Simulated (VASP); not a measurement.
Set up this calculation in VASP 6.6.1, as the native input.

```yaml
Task: single point
Functional: r2SCAN
Potentials_or_basis: VASP PAW PBE potentials, release 64 (Al, O)
Cutoff: 520 eV
k_mesh: 6 × 6 × 6
Occupations: gaussian, width 0.05 eV
Spin: no spin polarisation
Dipole_correction: no
Further_INCAR_settings: ALGO = Normal; EDIFF = 1e-07; NBANDS = 35
```

The system is Al2O3.

```xyz
10
Lattice="2.4986 1.4425 4.3316 -2.4986 1.4425 4.3316 0.0000 -2.8851 4.3316" Properties=species:S:1:pos:R:3 pbc="T T T"
Al    0.0000    0.0000   11.0706
Al    0.0000    0.0000    8.4218
Al    0.0000    0.0000    1.9243
Al    0.0000    0.0000    4.5731
O    -0.9675   -1.4425    5.4145
O     1.7330   -0.1166    5.4145
O    -0.7655    1.5592    5.4145
O     0.9675    1.4425    7.5804
O    -1.7330    0.1166    7.5804
O     0.7655   -1.5592    7.5804
```

This cell differs from its parent crystal: strain +0.050 along x and y, +0.000 along z.

These files were run (other wordings do the same):

POSCAR

```
Al2O3
1.0
    2.4985500242      1.4425385290      4.3316358130
   -2.4985500242      1.4425385290      4.3316358130
    0.0000000000     -2.8850770581      4.3316358130
Al O
4 6
Direct
    0.8519165699      0.8519165699      0.8519165699
    0.6480834301      0.6480834301      0.6480834301
    0.1480834301      0.1480834301      0.1480834301
    0.3519165699      0.3519165699      0.3519165699
    0.0563854984      0.4436145016      0.7500000000
    0.7500000000      0.0563854984      0.4436145016
    0.4436145016      0.7500000000      0.0563854984
    0.9436145016      0.5563854984      0.2500000000
    0.2500000000      0.9436145016      0.5563854984
    0.5563854984      0.2500000000      0.9436145016
```

INCAR.step1

```
  PREC = Accurate
  ENCUT = 520
  ISMEAR = 0
  SIGMA = 0.05
  LREAL = F
  LASPH = T
  NELM = 100
  NBANDS = 35
  GGA = PE
  ALGO = Normal
  EDIFF = 1E-4
  LWAVE = T
  LCHARG = F
```

INCAR.step2

```
  PREC = Accurate
  ENCUT = 520
  EDIFF = 1E-7
  ISMEAR = 0
  SIGMA = 0.05
  LREAL = F
  LASPH = T
  NELM = 100
  ALGO = Normal
  ISIF = 2
  LWAVE = F
  LCHARG = T
  METAGGA = R2SCAN
  LMIXTAU = T
  LELF = T
  LVHAR = T
  NBANDS = 35
  ISTART = 1
```

KPOINTS

```
regular mesh
0
Gamma
  6 6 6
```

Potentials or basis: VASP PAW PBE potentials, release 64 (Al, O).

The run is started by

```sh
$ cat potpaw_PBE.64/Al/POTCAR potpaw_PBE.64/O/POTCAR > POTCAR
$ cp INCAR.step1 INCAR
$ mpirun -np 1 vasp_std > vasp.out
$ cp INCAR.step2 INCAR
$ mpirun -np 1 vasp_std > vasp.out
```

Results of the run:

The pressure is -21.6 GPa, the largest force is 0.298 eV/Å and the band gap on the k mesh is 5.55 eV.

Caveat: the cell differs from its parent crystal (strain +0.050 along x and y, +0.000 along z); the cell stands under tension; the PAW data sets were made with another functional, which shifts forces and pressure a little.

Wall time 3.5 min on 1 thread of Intel(R) Xeon(R) 6975P-C (Granite Rapids), on a shared host, peak memory 0.28 GiB.
